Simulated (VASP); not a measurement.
# GaSb (I-4m2) in VASP: settings compared

Aim: see how the results for GaSb move with the level of theory and the settings. Levels: PBE, r2SCAN. Tasks: single point.

All numbers are computed with VASP 6.6.1; they aren't measurements. Logs are shortened: lines on timing, memory, paths and dates and some standing lists are left out, and cuts for length are marked.

### 1 The cell of the first run

Symmetry: I-4m2, No. 119, tetragonal system. Conventional cell: a = 4.206 Å, b = 4.206 Å, c = 6.284 Å, α = 90.00°, β = 90.00°, γ = 90.00°. Ga (site symmetry -4m2) has 4 Sb at 2.62 Å within 3.5 Å. Within 3.5 Å of Sb (site symmetry -4m2) lie 4 Ga at 2.62 Å.

### 2 Single point, PBE (epitaxial xy strain -3.0%)

The input, INCAR:

```
  ALGO = Normal
  EDIFF = 1E-6
  ENCUT = 500
  GGA = PE
  GGA_COMPAT = F
  ISIF = 2
  ISMEAR = -1
  LASPH = T
  LCHARG = F
  LREAL = F
  LWAVE = F
  NBANDS = 21
  NELM = 120
  PREC = Accurate
  SIGMA = 0.02
```

The input, KPOINTS:

```
k-points
0
Gamma
  8 8 8
```

The input, POSCAR:

```
GaSb
1.0
    0.0000000000      2.9739024340      3.1421730518
    2.9739024340      0.0000000000      3.1421730518
    2.9739024340      2.9739024340      0.0000000000
Ga Sb
1 1
Direct
    0.0000000000      0.0000000000      0.0000000000
    0.2500000000      0.2500000000      0.2500000000
```

Potentials or basis: VASP PAW PBE potentials, release 64 (Ga_d, Sb_d_GW).

Command:

```console
cat potpaw_PBE.64/Ga_d/POTCAR potpaw_PBE.64/Sb_d_GW/POTCAR > POTCAR
mpirun -np 1 vasp_std > vasp.out
```

OUTCAR:

```text
EDIFF = 1E-6
   ENCUT = 500
   GGA = PE
   ISIF = 2
   ISMEAR = -1
   LASPH = T
   LREAL = F
   NELM = 120
   PREC = Accurate

 ion  position               nearest neighbor table
   1  0.000  0.000  0.000-   2 2.62   2 2.62   2 2.62   2 2.62
   2  0.250  0.250  0.250-   1 2.62   1 2.62   1 2.62   1 2.62

  LATTYP: Found a body centered tetragonal cell.
 ALAT       =     4.2057331553
 C/A-ratio  =     1.4942331982

  Lattice vectors:

 A1 = (  -2.9739024340,   0.0000000000,   3.1421730518)
 A2 = (   2.9739024340,   0.0000000000,   3.1421730518)
 A3 = (   0.0000000000,   2.9739024340,  -3.1421730518)

Analysis of symmetry for initial positions (statically):
=====================================================================
 Subroutine PRICEL returns:
 Original cell was already a primitive cell.

 Routine SETGRP: Setting up the symmetry group for a
 body centered tetragonal supercell.

 Subroutine GETGRP returns: Found  8 space group operations
 (whereof  8 operations were pure point group operations)
 out of a pool of 16 trial point group operations.

The static configuration has the point symmetry D_2d.

Analysis of symmetry for dynamics (positions and initial velocities):
=====================================================================
 Subroutine PRICEL returns:
 Original cell was already a primitive cell.

 Routine SETGRP: Setting up the symmetry group for a
 body centered tetragonal supercell.

 Subroutine GETGRP returns: Found  8 space group operations
 (whereof  8 operations were pure point group operations)
 out of a pool of 16 trial point group operations.

The dynamic configuration has the point symmetry D_2d.

 Subroutine INISYM returns: Found  8 space group operations
 (whereof  8 operations are pure point group operations),
 and found     1 'primitive' translations

----------------------------------------------------------------------------------------

                                     Primitive cell

  volume of cell :      55.5794

  direct lattice vectors                    reciprocal lattice vectors
     0.000000000  2.973902434  3.142173052    -0.168129255  0.168129255  0.159125545
     2.973902434  0.000000000  3.142173052     0.168129255 -0.168129255  0.159125545
     2.973902434  2.973902434  0.000000000     0.168129255  0.168129255 -0.159125545
[... 72 lines left out ...]
   NGX,Y,Z   is equivalent  to a cutoff of  12.30, 12.30, 12.65 a.u.
   NGXF,Y,Z  is equivalent  to a cutoff of  24.59, 24.59, 25.30 a.u.
 SYSTEM =  unknown system
   PREC   = accura    normal or accurate (medium, high low for compatibility)
   ISTART =      0    job   : 0-new  1-cont  2-samecut
   ICHARG =      2    charge: 1-file 2-atom 10-const
   ISPIN  =      1    spin polarized calculation?
   LNONCOLLINEAR =      F non collinear calculations
   LSORBIT =      F    spin-orbit coupling
   LASPH  =      T    aspherical Exc in radial PAW
   ENCUT  =  500.0 eV  36.75 Ry    6.06 a.u.   7.89  7.89  7.67*2*pi/ulx,y,z
   NELM   =    120;   NELMIN=  2; NELMDL= -5     # of ELM steps
   EDIFF  = 0.1E-05   stopping-criterion for ELM
   LREAL  =      F    real-space projection
   EDIFFG = 0.1E-04   stopping-criterion for IOM
   NSW    =      0    number of steps for IOM
   IBRION =     -1    ionic relax: 0-MD 1-quasi-New 2-CG
   NFREE  =      0    steps in history (QN), initial steepest desc. (CG)
   ISIF   =      2    stress and relaxation
   ISYM   =      2    0-nonsym 1-usesym 2-fastsym
   POTIM  = 0.5000    time-step for ionic-motion
   TEBEG  =    0.0;   TEEND  =   0.0 temperature during run
   PSTRESS=    0.0 pullay stress
   NELECT =      28.0000    total number of electrons
   NUPDOWN=      -1.0000    fix difference up-down
   EMIN   =  10.00;   EMAX   =-10.00  energy-range for DOS
   EFERMI =   0.00;   METHOD = LEGACY
   ISMEAR =    -1;   SIGMA  =   0.02  broadening in eV -4-tet -1-fermi 0-gaus
   EFERMI_NEDOS =   21; number of points for ismear=-14 and -15
   IALGO  =     38    algorithm
   IMIX   =      4    mixing-type and parameters
     AMIX     =   0.40;   BMIX     =  1.00
     AMIX_MAG =   1.60;   BMIX_MAG =  1.00
  volume/ion in A,a.u.               =      27.79       187.53
  Fermi-wavevector in a.u.,A,eV,Ry     =   1.302636  2.461625 23.087181  1.696860
  Thomas-Fermi vector in A             =   2.433691
   LORBIT       =      0    0 simple, 1 ext, 2 COOP (PROOUT), +10 PAW based schemes
   GGA     = PE    functional components
   LHFCALC =     F    Hartree Fock is set to
   AEXX    =    0.0000 exact exchange contribution
   IVDW    =     0    specifies the selected vdW correction
   LEPSILON=     F    determine dielectric tensor
   LRPA    =     F    only Hartree local field effects (RPA)
 non-spin polarized calculation
  energy-cutoff  :      500.00
  volume of cell :       55.58
 maximum number of plane-waves:      1436
   NGX = 15   NGY = 15   NGZ = 15

 number of electron      27.9999990 magnetization

 Free energy of the ion-electron system (eV)
  ---------------------------------------------------
  ext. energy  EPLUGINS =         0.00000000
  ---------------------------------------------------
  free energy    TOTEN  =        -7.31528168 eV

  energy without entropy =       -7.31522436  energy(sigma->0) =       -7.31525302

 E-fermi :   4.3015     XC(G=0):  -9.4208

 val. band max:        4.2430303576   @ k =   0.0000   0.0000   0.0000
 cond. band min:       4.3449152597   @ k =   0.0000   0.0000   0.0000
 fundamental gap:      0.1018849021
 Fermi energy:         4.3014564440

 k-point     1 :       0.0000    0.0000    0.0000
  band No.  band energies     occupation
      1     -24.6880      2.00000
      2     -24.6880      2.00000
      3     -24.6854      2.00000
      4     -24.6678      2.00000
      5     -24.6633      2.00000
      6     -10.9672      2.00000
[... 565 lines left out ...]
     20      12.8632      0.00000
     21      13.6978      0.00000

 [... further k-points ...]
[... 5 lines left out ...]
  --------------------------------------------------------------------------------------
  -------------------------------------------------------------------------------------
  Total        1.6991406      1.6991406      0.7712150      0.0000000      0.0000000      0.0000000
  in kB       48.9808572     48.9808572     22.2316918      0.0000000      0.0000000      0.0000000
  external PRESSURE =      40.0644687 kB  Pullay stress =       0.0000000 kB

 VOLUME and BASIS-vectors are now :
 -----------------------------------------------------------------------------
  energy-cutoff  :      500.00
  volume of cell :       55.58
      direct lattice vectors                 reciprocal lattice vectors
     0.000000000  2.973902434  3.142173052    -0.168129255  0.168129255  0.159125545
     2.973902434  0.000000000  3.142173052     0.168129255 -0.168129255  0.159125545
     2.973902434  2.973902434  0.000000000     0.168129255  0.168129255 -0.159125545

 POSITION                                       TOTAL-FORCE (eV/Angst)
 -----------------------------------------------------------------------------------
      0.00000      0.00000      0.00000         0.000000      0.000000      0.000000
      1.48695      1.48695      1.57109        -0.000000     -0.000000     -0.000000
 -----------------------------------------------------------------------------------
    total drift:                                0.000000      0.000000     -0.000001

  FREE ENERGIE OF THE ION-ELECTRON SYSTEM (eV)
  ---------------------------------------------------
  free  energy   TOTEN  =        -7.3152816849 eV

  energy  without entropy=       -7.3152243634  energy(sigma->0) =       -7.31525302
```

stdout:

```text
POSCAR found type information on POSCAR GaSb
 POSCAR found :  2 types and       2 ions
 scaLAPACK will be used
 LDA part: xc-table for (Slater+PW92), standard interpolation
 POSCAR, INCAR and KPOINTS ok, starting setup
 FFT: planning ... GRIDC
 FFT: planning ... GRID_SOFT
 FFT: planning ... GRID
 WAVECAR not read
 entering main loop
```

Wall time 58 s (1 thread of Intel Xeon Platinum 8259CL at 2.50GHz (Skylake/Cascade Lake), shared host); peak memory 0.23 GiB.

What came out:

- Free energy: -7.3153 eV
- Pressure: 4.0 GPa
- Band gap on the k mesh: 0.10 eV

Stress tensor (GPa, compression positive):
```
4.90 0.00 0.00
0.00 4.90 0.00
0.00 0.00 2.22
```

Caveat: the cell differs from its parent crystal (epitaxial xy strain -3.0%); the cell stands under pressure; semilocal functionals underestimate gaps, and a narrow one can read as zero; spin-orbit coupling is left out, which moves the levels of the heavy elements. A k mesh can miss the band edges.

### 3 Single point, r2SCAN (epitaxial xy strain -3.0%)

POSCAR is that of step 2.

The input, INCAR.step1:

```
SYSTEM = GaSb
PREC     = Accurate       ! precision mode
ENCUT    = 550            ! plane-wave cutoff, eV
ISMEAR   = -1             ! smearing method
SIGMA    = 0.02           ! smearing width, eV
LREAL    = .FALSE.        ! projectors in reciprocal space
LASPH    = .TRUE.         ! aspherical terms in the spheres
NELM     = 120            ! most SCF steps
NBANDS   = 21             ! bands
GGA      = PE             ! functional
ALGO     = Normal         ! electronic algorithm
EDIFF    = 1E-5           ! SCF threshold, eV
LWAVE    = .TRUE.         ! write WAVECAR
LCHARG   = .FALSE.        ! write CHGCAR
GGA_COMPAT= .FALSE.
```

The input, INCAR.step2:

```
SYSTEM = GaSb
PREC     = Accurate       ! precision mode
ENCUT    = 550            ! plane-wave cutoff, eV
EDIFF    = 1E-6           ! SCF threshold, eV
ISMEAR   = -1             ! smearing method
SIGMA    = 0.02           ! smearing width, eV
LREAL    = .FALSE.        ! projectors in reciprocal space
LASPH    = .TRUE.         ! aspherical terms in the spheres
NELM     = 120            ! most SCF steps
ALGO     = Normal         ! electronic algorithm
ISIF     = 2              ! what is computed and relaxed
LWAVE    = .FALSE.        ! write WAVECAR
LCHARG   = .FALSE.        ! write CHGCAR
METAGGA  = R2SCAN         ! meta-GGA
LMIXTAU  = .TRUE.       
NBANDS   = 21             ! bands
ISTART   = 1            
GGA_COMPAT= .FALSE.
```

The input, KPOINTS:

```
regular mesh
0
G
  8 8 8
  0 0 0
```

Potentials or basis: VASP PAW PBE potentials, release 64 (Ga_d, Sb_d_GW).

Command:

```console
cat potpaw_PBE.64/Ga_d/POTCAR potpaw_PBE.64/Sb_d_GW/POTCAR > POTCAR
cp INCAR.step1 INCAR
mpirun -np 1 vasp_std > vasp.out
cp INCAR.step2 INCAR
mpirun -np 1 vasp_std > vasp.out
```

It took 2.6 min on 1 thread of Intel Xeon Platinum 8488C (Sapphire Rapids), shared host; peak memory 0.27 GiB.

Results (log left out):

```yaml
Free_energy: -37.6000 eV
Pressure: 2.1 GPa
Band_gap_on_the_k_mesh: 0.52 eV
```

Stress tensor (GPa, compression positive):
```
3.13 0.00 0.00
0.00 3.13 0.00
0.00 0.00 0.06
```

Levels at points of the mesh, in eV from the valence-band top:
```
           k point  band 12  band 13  band 14  band 15  band 16  band 17
(0.00, 0.00, 0.00)    -0.38     0.00     0.00     0.52     2.82     2.82
(0.50, 0.00, 0.00)    -6.85    -1.61    -1.15     0.58     3.81     4.07
(0.50, 0.50, 0.00)    -7.48    -2.68    -2.68     1.29     1.58     9.34
(0.50, 0.00, 0.50)    -7.20    -3.05    -3.00     0.83     1.19     9.18
```

Caveat: the cell differs from its parent crystal (epitaxial xy strain -3.0%); semilocal functionals underestimate gaps, and a narrow one can read as zero; the PAW data sets were made with another functional, which shifts forces and pressure a little; spin-orbit coupling is left out, which moves the levels of the heavy elements.

### 4 Single point, r2SCAN (epitaxial xy strain -2.0%)

The input, POSCAR:

```
GaSb
1.0
    0.0000000000      3.0045612220      3.1168731906
    3.0045612220      0.0000000000      3.1168731906
    3.0045612220      3.0045612220      0.0000000000
Ga Sb
1 1
Direct
    0.0000000000      0.0000000000      0.0000000000
    0.2500000000      0.2500000000      0.2500000000
```

The input, INCAR.step1:

```
SYSTEM = GaSb
PREC = Accurate
ENCUT = 550
ISMEAR = -1
SIGMA = 0.02
LREAL = .FALSE.
LASPH = .TRUE.
NELM = 120
NBANDS = 21
GGA = PE
ALGO = Normal
EDIFF = 1E-5
LWAVE = .TRUE.
LCHARG = .FALSE.
GGA_COMPAT = .FALSE.
```

The input, INCAR.step2:

```
SYSTEM = GaSb
PREC = Accurate
ENCUT = 550
EDIFF = 1E-6
ISMEAR = -1
SIGMA = 0.02
LREAL = .FALSE.
LASPH = .TRUE.
NELM = 120
ALGO = Normal
ISIF = 2
LWAVE = .FALSE.
LCHARG = .TRUE.
METAGGA = R2SCAN
LMIXTAU = .TRUE.
LELF = .TRUE.
LVHAR = .TRUE.
NBANDS = 21
ISTART = 1
GGA_COMPAT = .FALSE.
```

KPOINTS is that of step 3.

Potentials or basis: VASP PAW PBE potentials, release 64 (Ga_d, Sb_d_GW).

Command:

```console
cat potpaw_PBE.64/Ga_d/POTCAR potpaw_PBE.64/Sb_d_GW/POTCAR > POTCAR
cp INCAR.step1 INCAR
mpirun -np 1 vasp_std > vasp.out
cp INCAR.step2 INCAR
mpirun -np 1 vasp_std > vasp.out
```

OUTCAR:

```text
SYSTEM = GaSb
   PREC = Accurate
   ENCUT = 550
   EDIFF = 1E-6
   ISMEAR = -1
   LREAL = .FALSE.
   LASPH = .TRUE.
   NELM = 120
   ISIF = 2
   METAGGA = R2SCAN
   ISTART = 1

 ion  position               nearest neighbor table
   1  0.000  0.000  0.000-   2 2.63   2 2.63   2 2.63   2 2.63
   2  0.250  0.250  0.250-   1 2.63   1 2.63   1 2.63   1 2.63

  LATTYP: Found a body centered tetragonal cell.
 ALAT       =     4.2490912291
 C/A-ratio  =     1.4670775573

  Lattice vectors:

 A1 = (  -3.0045612220,   0.0000000000,   3.1168731906)
 A2 = (   3.0045612220,   0.0000000000,   3.1168731906)
 A3 = (   0.0000000000,   3.0045612220,  -3.1168731906)

Analysis of symmetry for initial positions (statically):
=====================================================================
 Subroutine PRICEL returns:
 Original cell was already a primitive cell.

 Routine SETGRP: Setting up the symmetry group for a
 body centered tetragonal supercell.

 Subroutine GETGRP returns: Found  8 space group operations
 (whereof  8 operations were pure point group operations)
 out of a pool of 16 trial point group operations.

[... 152 lines left out ...]
 number of electron      28.0000006 magnetization

 Free energy of the ion-electron system (eV)
  ---------------------------------------------------
  ext. energy  EPLUGINS =         0.00000000
  ---------------------------------------------------
  free energy    TOTEN  =       -37.61856575 eV

  energy without entropy =      -37.61856573  energy(sigma->0) =      -37.61856574

 E-fermi :   4.1585     XC(G=0): -10.1587

 val. band max:        3.9080053334   @ k =   0.0000   0.0000   0.0000
 cond. band min:       4.3953313767   @ k =   0.0000   0.0000   0.0000
 fundamental gap:      0.4873260434
 Fermi energy:         4.1585397541

 k-point     1 :       0.0000    0.0000    0.0000
  band No.  band energies     occupation
      1     -25.6850      2.00000
      2     -25.6850      2.00000
      3     -25.6831      2.00000
      4     -25.6581      2.00000
      5     -25.6555      2.00000
      6     -11.6992      2.00000
[... 565 lines left out ...]
     20      13.0509      0.00000
     21      13.8406      0.00000

 [... further k-points ...]
[... 5 lines left out ...]
  --------------------------------------------------------------------------------------
  -------------------------------------------------------------------------------------
  Total        0.7045362      0.7045362      0.0106851      0.0000000      0.0000000      0.0000000
  in kB       20.0586946     20.0586946      0.3042130      0.0000000      0.0000000      0.0000000
  external PRESSURE =      13.4738674 kB  Pullay stress =       0.0000000 kB

 VOLUME and BASIS-vectors are now :
 -----------------------------------------------------------------------------
  energy-cutoff  :      550.00
  volume of cell :       56.27
      direct lattice vectors                 reciprocal lattice vectors
     0.000000000  3.004561222  3.116873191    -0.166413650  0.166413650  0.160417178
     3.004561222  0.000000000  3.116873191     0.166413650 -0.166413650  0.160417178
     3.004561222  3.004561222  0.000000000     0.166413650  0.166413650 -0.160417178

 POSITION                                       TOTAL-FORCE (eV/Angst)
 -----------------------------------------------------------------------------------
      0.00000      0.00000      0.00000         0.000000      0.000000      0.000000
      1.50228      1.50228      1.55844        -0.000000     -0.000000     -0.000000
 -----------------------------------------------------------------------------------
    total drift:                                0.000000      0.000000     -0.000001

  FREE ENERGIE OF THE ION-ELECTRON SYSTEM (eV)
  ---------------------------------------------------
  free  energy   TOTEN  =       -37.6185657474 eV

  energy  without entropy=      -37.6185657325  energy(sigma->0) =      -37.61856574
```

OUTCAR.step1:

```text
SYSTEM = GaSb
   PREC = Accurate
   ENCUT = 550
   ISMEAR = -1
   LREAL = .FALSE.
   LASPH = .TRUE.
[... 798 lines left out ...]
      0.00000      0.00000      0.00000        -0.000000     -0.000000      0.000000
      1.50228      1.50228      1.55844         0.000000      0.000000      0.000000
 -----------------------------------------------------------------------------------
    total drift:                                0.000000      0.000000     -0.000001

  FREE ENERGIE OF THE ION-ELECTRON SYSTEM (eV)
  ---------------------------------------------------
  free  energy   TOTEN  =        -7.3404935262 eV

  energy  without entropy=       -7.3403987858  energy(sigma->0) =       -7.34044616
```

Wall time 4.2 min (1 thread of AMD EPYC 9R45 (Zen 5), shared host); peak memory 0.26 GiB.

What came out:

* Free energy: -37.6186 eV
* Pressure: 1.3 GPa
* Band gap on the k mesh: 0.49 eV

Levels at points of the mesh, in eV from the valence-band top:
```
           k point  band 11  band 12  band 13  band 14  band 15  band 16  band 17  band 18
(0.00, 0.00, 0.00)   -12.13    -0.24     0.00     0.00     0.49     2.87     2.87     3.00
(0.50, 0.00, 0.00)   -10.37    -6.74    -1.47    -1.16     0.63     3.88     4.06     6.87
(0.50, 0.50, 0.00)    -9.56    -7.31    -2.67    -2.67     1.24     1.55     9.32     9.32
(0.50, 0.00, 0.50)    -9.41    -7.13    -2.92    -2.89     0.93     1.30     9.24     9.30
```

Caveat: the cell differs from its parent crystal (epitaxial xy strain -2.0%); semilocal functionals underestimate gaps, and a narrow one can read as zero; the PAW data sets were made with another functional, which shifts forces and pressure a little; spin-orbit coupling is left out, which moves the levels of the heavy elements. A k mesh can miss the band edges.

### 5 The runs side by side

```tsv
level	cell	cutoff (eV)	gap on the mesh (eV)	pressure (GPa)
PBE	a = 4.326, b = 4.326, c = 4.206 Å, angles 60.9, 60.9, 58.2°, 2 atoms	500	0.10	4.0
r2SCAN	a = 4.326, b = 4.326, c = 4.206 Å, angles 60.9, 60.9, 58.2°, 2 atoms	550	0.52	2.1
r2SCAN	a = 4.329, b = 4.329, c = 4.249 Å, angles 60.6, 60.6, 58.8°, 2 atoms	550	0.49	1.3
```

Alike in all rows: task single point; potentials or basis VASP PAW PBE potentials, release 64 (Ga_d, Sb_d_GW); no spin polarisation; k mesh 8 × 8 × 8; smearing fermi-dirac 0.02 eV.

Caveats: semilocal functionals underestimate gaps, and a narrow one can read as zero; spin-orbit coupling is left out, which moves the levels of the heavy elements; the PAW data sets were made with another functional, which shifts forces and pressure a little (at least some runs); the cell stands under pressure (at least some runs).

Total energies depend on the potentials used, so only differences within one code and one set of settings carry meaning.
